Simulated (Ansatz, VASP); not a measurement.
Two plane-wave programs on MgS

```
Mg S
1.0
     3.27297    0.00000    0.00000
     0.00000    3.27297    0.00000
     0.00000    0.00000    3.27297
Mg S
1 1
Direct
  0.00000 0.00000 0.00000
  0.50000 0.50000 0.50000
```

Change from the starting cell: species swapped into the HfRh type (Pm-3m, No. 221).

Alike in both runs: task relaxation of cell and atoms; functional PBE; k mesh 16 × 16 × 16; occupations gaussian, width 0.1 eV; no spin polarisation.

```csv
,VASP,Ansatz
version,VASP 6.6.1,Ansatz 0.2.0
potentials or method,"VASP PAW PBE potentials, release 64 (Mg, S), cutoff 600 eV","scalar-relativistic, plane waves, PAW"
valence electrons in the cell,8,16
```

|  | VASP | Ansatz | Ansatz less VASP |
| --- | --- | --- | --- |
| gap on the k mesh at the Fermi level, each at its own relaxed structure (eV) | none | none | - |
| relaxed volume (Å³/atom) | 17.50 | 17.57 | +0.073 |
| relaxed cell length with the largest relative difference (Å) | 3.271 | 3.275 | +0.0045 |

A gap of «none» marks a metal or a gap that the smearing closes. VASP's potentials hold 8 valence electrons a cell and Ansatz's 16, so a difference there can come from the potentials and not from the codes.
